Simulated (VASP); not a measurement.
# Al2Ru (I4mm) in VASP: notebook

Runs on Al2Ru. Level: PBEsol. Tasks: single point.

Everything below comes from runs of VASP 6.6.1. Logs are shortened: lines on timing, memory, paths and dates and some standing lists are left out, and cuts for length are marked.

### Step 1. The cell of the first run

It takes space group I4mm (No. 107, tetragonal). The conventional cell has a = 3.121 Å, b = 3.121 Å, c = 8.423 Å, α = 90.00°, β = 90.00°, γ = 90.00°. Al (site symmetry 4mm) has 5 Ru at 2.57 to 2.75 Å and 9 Al at 2.68 to 3.12 Å within 3.4 Å. Al (site symmetry 4mm) has 5 Ru at 2.44 to 3.17 Å and 9 Al at 2.68 to 3.12 Å within 3.2 Å. Ru (site symmetry 4mm) has 10 Al at 2.44 to 3.17 Å and 4 Ru at 3.12 Å within 3.2 Å.

### Step 2. Single point, PBEsol (atom 3 (Ru) moved by (+0.000, -0.300) A along y and z)

INCAR

```
SYSTEM = Al2Ru
  PREC = Accurate
  ENCUT = 500
  EDIFF = 1E-6
  ISMEAR = 0
  SIGMA = 0.15
  LREAL = .FALSE.
  LASPH = .TRUE.
  NELM = 120
  ALGO = Normal
  ISIF = 2
  LWAVE = .FALSE.
  LCHARG = .TRUE.
  GGA = PS
  LELF = .TRUE.
  LVHAR = .TRUE.
  NBANDS = 17
  GGA_COMPAT = .FALSE.
```

KPOINTS

```
Automatic mesh
0
G
  22 22 22
  0 0 0
```

POSCAR

```
Al2Ru
1.0
   -1.5606788820      1.5606788820      4.2115520738
    1.5606788820     -1.5606788820      4.2115520738
    1.5606788820      1.5606788820     -4.2115520738
Al Ru
2 1
Direct
    0.6590760825      0.6590760825      0.0000000000
    0.3409239175      0.3409239175      0.0000000000
   -0.0356163232     -0.0356163232      0.0000000000
```

Potentials or basis: VASP PAW PBE potentials, release 64 (Al, Ru_pv).

On the command line:

```console
> cat potpaw_PBE.64/Al/POTCAR potpaw_PBE.64/Ru_pv/POTCAR > POTCAR
> mpirun -np 1 vasp_std > vasp.out
```

OUTCAR:

```text
SYSTEM = Al2Ru
   PREC = Accurate
   ENCUT = 500
   EDIFF = 1E-6
   ISMEAR = 0
   LREAL = .FALSE.
   LASPH = .TRUE.
   NELM = 120
   ISIF = 2
   GGA = PS

 ion  position               nearest neighbor table
   1  0.659  0.659  0.000-   3 2.57   2 2.68   2 2.69   2 2.69   2 2.69   2 2.69   3 2.75   3 2.75
                             3 2.75   3 2.75
   2  0.341  0.341  0.000-   3 2.44   3 2.44   3 2.44   3 2.44   1 2.68   1 2.69   1 2.69   1 2.69
                             1 2.69   3 3.17
   3  0.964  0.964  0.000-   2 2.44   2 2.44   2 2.44   2 2.44   1 2.57   1 2.75   1 2.75   1 2.75
                             1 2.75   2 3.17

  LATTYP: Found a body centered tetragonal cell.
 ALAT       =     3.1213577640
 C/A-ratio  =     2.6985385158

  Lattice vectors:

 A1 = (  -1.5606788820,   1.5606788820,   4.2115520738)
 A2 = (   1.5606788820,  -1.5606788820,   4.2115520738)
 A3 = (   1.5606788820,   1.5606788820,  -4.2115520738)

Analysis of symmetry for initial positions (statically):
=====================================================================
 Subroutine PRICEL returns:
 Original cell was already a primitive cell.

 Routine SETGRP: Setting up the symmetry group for a
 body centered tetragonal supercell.

 Subroutine GETGRP returns: Found  8 space group operations
 (whereof  8 operations were pure point group operations)
 out of a pool of 16 trial point group operations.

The static configuration has the point symmetry C_4v.

Analysis of symmetry for dynamics (positions and initial velocities):
=====================================================================
 Subroutine PRICEL returns:
 Original cell was already a primitive cell.

 Routine SETGRP: Setting up the symmetry group for a
 body centered tetragonal supercell.

 Subroutine GETGRP returns: Found  8 space group operations
 (whereof  8 operations were pure point group operations)
 out of a pool of 16 trial point group operations.

The dynamic configuration has the point symmetry C_4v.

 Subroutine INISYM returns: Found  8 space group operations
 (whereof  8 operations are pure point group operations),
 and found     1 'primitive' translations

----------------------------------------------------------------------------------------

                                     Primitive cell

  volume of cell :      41.0326

  direct lattice vectors                    reciprocal lattice vectors
    -1.560678882  1.560678882  4.211552074     0.000000000  0.320373400  0.118721077
     1.560678882 -1.560678882  4.211552074     0.320373400  0.000000000  0.118721077
     1.560678882  1.560678882 -4.211552074     0.320373400  0.320373400  0.000000000

  length of vectors
     4.754850998  4.754850998  4.754850998     0.341663299  0.341663299  0.453076408

  position of ions in fractional coordinates (direct lattice)
     0.659076083  0.659076083  0.000000000
     0.340923917  0.340923917  0.000000000
     0.964383677  0.964383677  0.000000000

  ion indices of the primitive-cell ions
   primitive index   ion index
                 1           1
                 2           2
                 3           3

----------------------------------------------------------------------------------------

 KPOINTS: Automatic mesh

Automatic generation of k-mesh.
 Grid dimensions read from file:
 generate k-points for:   22   22   22

 Generating k-lattice:

  Cartesian coordinates                     Fractional coordinates (reciprocal lattice)
     0.000000000  0.014562427  0.005396413     0.045454545 -0.000000000  0.000000000
     0.014562427  0.000000000  0.005396413    -0.000000000  0.045454545  0.000000000
     0.014562427  0.014562427  0.000000000     0.000000000  0.000000000  0.045454545

  Length of vectors
     0.015530150  0.015530150  0.020594382

  Shift w.r.t. Gamma in fractional coordinates (k-lattice)
     0.000000000  0.000000000  0.000000000

 Subroutine IBZKPT returns following result:
 ===========================================

 Found    834 irreducible k-points:

 Following reciprocal coordinates:
            Coordinates               Weight
  0.000000  0.000000  0.000000      1.000000
  0.045455  0.000000 -0.000000      8.000000
  0.090909  0.000000 -0.000000      8.000000
  0.136364  0.000000 -0.000000      8.000000
  0.181818  0.000000 -0.000000      8.000000
  0.227273  0.000000 -0.000000      8.000000
[... 16 lines left out ...]
  0.500000  0.045455 -0.000000     16.000000
 -0.454545  0.045455  0.000000     16.000000
 [... further k-points ...]
   k-points           NKPTS =    834   k-points in BZ     NKDIM =    834   number of bands    NBANDS=     17
   number of dos      NEDOS =    301   number of ions     NIONS =      3
   total plane-waves  NPLWV =  46656
   dimension x,y,z NGX =    36 NGY =   36 NGZ =   36
   dimension x,y,z NGXF=    72 NGYF=   72 NGZF=   72
   ions per type =               2   1
   NGX,Y,Z   is equivalent  to a cutoff of  12.59, 12.59, 12.59 a.u.
   NGXF,Y,Z  is equivalent  to a cutoff of  25.17, 25.17, 25.17 a.u.
 SYSTEM =  Al2Ru
   PREC   = accura    normal or accurate (medium, high low for compatibility)
   ISTART =      0    job   : 0-new  1-cont  2-samecut
   ICHARG =      2    charge: 1-file 2-atom 10-const
   ISPIN  =      1    spin polarized calculation?
   LNONCOLLINEAR =      F non collinear calculations
   LSORBIT =      F    spin-orbit coupling
   LASPH  =      T    aspherical Exc in radial PAW
   ENCUT  =  500.0 eV  36.75 Ry    6.06 a.u.   8.67  8.67  8.67*2*pi/ulx,y,z
   NELM   =    120;   NELMIN=  2; NELMDL= -5     # of ELM steps
   EDIFF  = 0.1E-05   stopping-criterion for ELM
   LREAL  =      F    real-space projection
   EDIFFG = 0.1E-04   stopping-criterion for IOM
   NSW    =      0    number of steps for IOM
   IBRION =     -1    ionic relax: 0-MD 1-quasi-New 2-CG
   NFREE  =      0    steps in history (QN), initial steepest desc. (CG)
   ISIF   =      2    stress and relaxation
   ISYM   =      2    0-nonsym 1-usesym 2-fastsym
   POTIM  = 0.5000    time-step for ionic-motion
   TEBEG  =    0.0;   TEEND  =   0.0 temperature during run
   PSTRESS=    0.0 pullay stress
   NELECT =      20.0000    total number of electrons
   NUPDOWN=      -1.0000    fix difference up-down
   EMIN   =  10.00;   EMAX   =-10.00  energy-range for DOS
   EFERMI =   0.00;   METHOD = LEGACY
   ISMEAR =     0;   SIGMA  =   0.15  broadening in eV -4-tet -1-fermi 0-gaus
   EFERMI_NEDOS =   21; number of points for ismear=-14 and -15
   IALGO  =     38    algorithm
   IMIX   =      4    mixing-type and parameters
     AMIX     =   0.40;   BMIX     =  1.00
     AMIX_MAG =   1.60;   BMIX_MAG =  1.00
  volume/ion in A,a.u.               =      13.68        92.30
  Fermi-wavevector in a.u.,A,eV,Ry     =   1.288373  2.434673 22.584391  1.659906
  Thomas-Fermi vector in A             =   2.420331
   LORBIT       =      0    0 simple, 1 ext, 2 COOP (PROOUT), +10 PAW based schemes
   GGA     = PS    functional components
   LHFCALC =     F    Hartree Fock is set to
   AEXX    =    0.0000 exact exchange contribution
   IVDW    =     0    specifies the selected vdW correction
   LEPSILON=     F    determine dielectric tensor
   LRPA    =     F    only Hartree local field effects (RPA)
 non-spin polarized calculation
 Gauss-broadening in eV      SIGMA  =   0.15
  energy-cutoff  :      500.00
  volume of cell :       41.03
 maximum number of plane-waves:      1058
   NGX = 17   NGY = 17   NGZ = 17

 number of electron      19.9999999 magnetization

 Free energy of the ion-electron system (eV)
  ---------------------------------------------------
  ext. energy  EPLUGINS =         0.00000000
  ---------------------------------------------------
  free energy    TOTEN  =       -19.94981752 eV

  energy without entropy =      -19.94518076  energy(sigma->0) =      -19.94749914

 E-fermi :  10.5298     XC(G=0): -12.0088

 val. band max:       10.4985527924   @ k =   0.3182   0.1818   0.1818
 cond. band min:      10.5338837163   @ k =   0.5000   0.5000   0.1364
 fundamental gap:      0.0353309239
 Fermi energy:        10.5298143798

 k-point     1 :       0.0000    0.0000    0.0000
  band No.  band energies     occupation
      1     -32.0520      2.00000
      2     -32.0520      2.00000
      3     -31.9369      2.00000
      4      -0.3760      2.00000
      5       5.0576      2.00000
      6       6.5463      2.00000
[... 9 lines left out ...]
     16      17.0493      0.00000
     17      18.5832      0.00000

 k-point     2 :       0.0455    0.0000   -0.0000
  band No.  band energies     occupation
      1     -32.0547      2.00000
      2     -32.0517      2.00000
      3     -31.9367      2.00000
      4      -0.3371      2.00000
      5       5.0756      2.00000
      6       6.5596      2.00000
[... 9 lines left out ...]
     16      17.1586      0.00000
     17      18.9277      0.00000

 k-point     3 :       0.0909    0.0000   -0.0000
  band No.  band energies     occupation
      1     -32.0629      2.00000
      2     -32.0510      2.00000
      3     -31.9359      2.00000
      4      -0.2206      2.00000
      5       5.1273      2.00000
      6       6.5963      2.00000
[... 9 lines left out ...]
     16      17.4572      0.00000
     17      19.7107      0.00000

 k-point     4 :       0.1364    0.0000   -0.0000
  band No.  band energies     occupation
      1     -32.0756      2.00000
      2     -32.0500      2.00000
      3     -31.9347      2.00000
      4      -0.0283      2.00000
      5       5.2055      2.00000
      6       6.6442      2.00000
[... 9 lines left out ...]
     16      17.9041      0.00000
     17      20.6625      0.00000

 k-point     5 :       0.1818    0.0000   -0.0000
  band No.  band energies     occupation
      1     -32.0920      2.00000
      2     -32.0486      2.00000
      3     -31.9331      2.00000
      4       0.2372      2.00000
      5       5.2966      2.00000
      6       6.6649      2.00000
[... 9 lines left out ...]
     16      18.4680      0.00000
     17      21.4734      0.00000

 k-point     6 :       0.2273    0.0000   -0.0000
  band No.  band energies     occupation
      1     -32.1107      2.00000
      2     -32.0471      2.00000
      3     -31.9313      2.00000
      4       0.5723      2.00000
      5       5.3768      2.00000
      6       6.5741      2.00000
[... 9 lines left out ...]
     16      19.1195      0.00000
     17      21.3309      0.00000

 k-point     7 :       0.2727    0.0000   -0.0000
  band No.  band energies     occupation
      1     -32.1300      2.00000
      2     -32.0454      2.00000
      3     -31.9295      2.00000
      4       0.9720      2.00000
      5       5.4063      2.00000
      6       6.3939      2.00000
[... 9 lines left out ...]
     16      19.8260      0.00000
     17      20.9815      0.00000

 k-point     8 :       0.3182    0.0000   -0.0000
  band No.  band energies     occupation
      1     -32.1485      2.00000
      2     -32.0438      2.00000
      3     -31.9277      2.00000
      4       1.4300      2.00000
      5       5.3310      2.00000
      6       6.2225      2.00000
[... 9 lines left out ...]
     16      20.5207      0.00000
     17      20.7461      0.00000
[... 203 lines left out ...]
      1     -32.1482      2.00000
      2     -32.0466      2.00000
      3     -31.9275      2.00000
      4       1.5186      2.00000
      5       5.2549      2.00000
      6       6.2136      2.00000
[... 9 lines left out ...]
     16      20.0602      0.00000
     17      20.9706      0.00000

 k-point    20 :       0.3636    0.0455   -0.0000
  band No.  band energies     occupation
      1     -32.1644      2.00000
      2     -32.0452      2.00000
      3     -31.9259      2.00000
      4       2.0272      2.00000
      5       5.0787      2.00000
      6       6.0201      2.00000
[... 9 lines left out ...]
     16      20.1728      0.00000
     17      20.6548      0.00000

 k-point    21 :       0.4091    0.0455   -0.0000
  band No.  band energies     occupation
      1     -32.1770      2.00000
      2     -32.0441      2.00000
      3     -31.9247      2.00000
      4       2.5692      2.00000
      5       4.7357      2.00000
      6       5.8864      2.00000
[... 9 lines left out ...]
     16      19.8523      0.00000
     17      20.6806      0.00000

 k-point    22 :       0.4545    0.0455   -0.0000
  band No.  band energies     occupation
      1     -32.1849      2.00000
      2     -32.0434      2.00000
      3     -31.9239      2.00000
      4       3.1158      2.00000
      5       4.2686      2.00000
      6       5.8348      2.00000
[... 9 lines left out ...]
     16      19.7189      0.00000
     17      20.4821      0.00000

 k-point    23 :       0.5000    0.0455   -0.0000
  band No.  band energies     occupation
      1     -32.1876      2.00000
      2     -32.0432      2.00000
      3     -31.9236      2.00000
      4       3.4491      2.00000
      5       3.9411      2.00000
      6       5.8568      2.00000
[... 9 lines left out ...]
     16      19.7708      0.00000
     17      20.3711      0.00000

 k-point    24 :      -0.4545    0.0455    0.0000
  band No.  band energies     occupation
      1     -32.1849      2.00000
      2     -32.0434      2.00000
      3     -31.9238      2.00000
      4       3.0130      2.00000
      5       4.3315      2.00000
      6       5.9408      2.00000
[... 9 lines left out ...]
     16      19.8258      0.00000
     17      20.5727      0.00000

 [... further k-points ...]

------------------------ aborting loop because EDIFF is reached ----------------------------------------

  FORCE on cell =-STRESS in cart. coord.  units (eV):
  Direction    XX          YY          ZZ          XY          YZ          ZX
  --------------------------------------------------------------------------------------
  -------------------------------------------------------------------------------------
  Total        1.3490624      1.3490624      1.5455878      0.0000000      0.0000000      0.0000000
  in kB       52.6760659     52.6760659     60.3496841      0.0000000      0.0000000      0.0000000
  external PRESSURE =      55.2339386 kB  Pullay stress =       0.0000000 kB

 VOLUME and BASIS-vectors are now :
 -----------------------------------------------------------------------------
  energy-cutoff  :      500.00
  volume of cell :       41.03
      direct lattice vectors                 reciprocal lattice vectors
    -1.560678882  1.560678882  4.211552074     0.000000000  0.320373400  0.118721077
     1.560678882 -1.560678882  4.211552074     0.320373400  0.000000000  0.118721077
     1.560678882  1.560678882 -4.211552074     0.320373400  0.320373400  0.000000000

 POSITION                                       TOTAL-FORCE (eV/Angst)
 -----------------------------------------------------------------------------------
      0.00000      0.00000      5.55147         0.000000      0.000000     -1.269068
      0.00000      0.00000      2.87164        -0.000000     -0.000000     -1.327007
      0.00000      0.00000      8.12310         0.000000      0.000000      2.596075
 -----------------------------------------------------------------------------------
    total drift:                                0.000000      0.000000     -0.000310

  FREE ENERGIE OF THE ION-ELECTRON SYSTEM (eV)
  ---------------------------------------------------
  free  energy   TOTEN  =       -19.9498175192 eV

  energy  without entropy=      -19.9451807598  energy(sigma->0) =      -19.94749914
```

Run time: 21 min. Hardware: 1 thread of Oxide Virtual Turin-like, shared host; peak memory 0.59 GiB.

What came out:

```
Free energy            : -19.9498 eV
Pressure               : 5.5 GPa
Largest force          : 2.596 eV/Å
Band gap on the k mesh : zero (bands 10 and 11 overlap by 0.26 eV)
```

Forces on the atoms (eV/Å):
```
Al   0.000  0.000 -1.269
Al   0.000  0.000 -1.327
Ru   0.000  0.000  2.596
```

Stress tensor (GPa, compression positive):
```
5.27 0.00 0.00
0.00 5.27 0.00
0.00 0.00 6.03
```

Caveat: the cell differs from its parent crystal (atom 3 (Ru) moved by (+0.000, -0.300) A along y and z); the cell stands under pressure; the PAW data sets were made with another functional, which shifts forces and pressure a little.

### Step 3. Single point, PBEsol (atom 3 (Ru) moved by (+0.000, -0.150) A along y and z)

INCAR

```
PREC = Accurate
ENCUT = 500
EDIFF = 1E-6
ISMEAR = 0
SIGMA = 0.15
LREAL = False
LASPH = True
NELM = 120
ALGO = Normal
ISIF = 2
LWAVE = False
LCHARG = True
GGA = PS
LELF = True
LVHAR = True
NBANDS = 17
GGA_COMPAT = False
```

KPOINTS

```
Automatic mesh
0
Gamma
  22 22 22
```

Edit POSCAR of step 2 so:

```diff
@@ -10,2 +10,2 @@
     0.3409239175      0.3409239175      0.0000000000
-   -0.0356163232     -0.0356163232      0.0000000000
+   -0.0178081616     -0.0178081616      0.0000000000
```

Potentials or basis: VASP PAW PBE potentials, release 64 (Al, Ru_pv).

On the command line:

```console
> cat potpaw_PBE.64/Al/POTCAR potpaw_PBE.64/Ru_pv/POTCAR > POTCAR
> mpirun -np 1 vasp_std > vasp.out
```

It took 17 min on 1 thread of Oxide Virtual Turin-like, shared host; peak memory 0.59 GiB.

It converged, with:

```yaml
Free_energy: -20.2368 eV
Pressure: 1.5 GPa
Largest_force: 1.253 eV/Å
Band_gap_on_the_k_mesh: zero (bands 10 and 11 overlap by 0.20 eV)
```

Forces in eV/Å, atoms in the order of the input:
```
Al   0.000  0.000 -0.610
Al   0.000  0.000 -0.643
Ru   0.000  0.000  1.253
```

Stress tensor (GPa, compression positive):
```
1.42 0.00 0.00
0.00 1.42 0.00
0.00 0.00 1.54
```

Levels at points of the mesh, in eV from the Fermi level:
```tsv
k point	band 6	band 7	band 8	band 9	band 10	band 11	band 12	band 13	band 14	band 15
(0.00, 0.00, 0.00)	-3.87	-1.99	-1.99	-1.95	-1.00	2.44	4.71	6.05	6.05	6.35
(0.50, 0.00, 0.00)	-4.63	-2.98	-2.64	-2.60	-1.43	0.58	3.08	5.18	7.03	8.49
(0.50, 0.50, 0.00)	-3.69	-3.17	-3.10	-1.23	-0.33	0.27	1.84	2.08	4.78	4.97
(0.50, 0.50, 0.50)	-4.03	-2.63	-1.55	-1.55	-0.97	3.18	3.18	6.34	6.45	8.78
```

Caveat: the cell differs from its parent crystal (atom 3 (Ru) moved by (+0.000, -0.150) A along y and z); the PAW data sets were made with another functional, which shifts forces and pressure a little.

The gap in the log of VASP goes by the Fermi energy; the results here count the filled bands.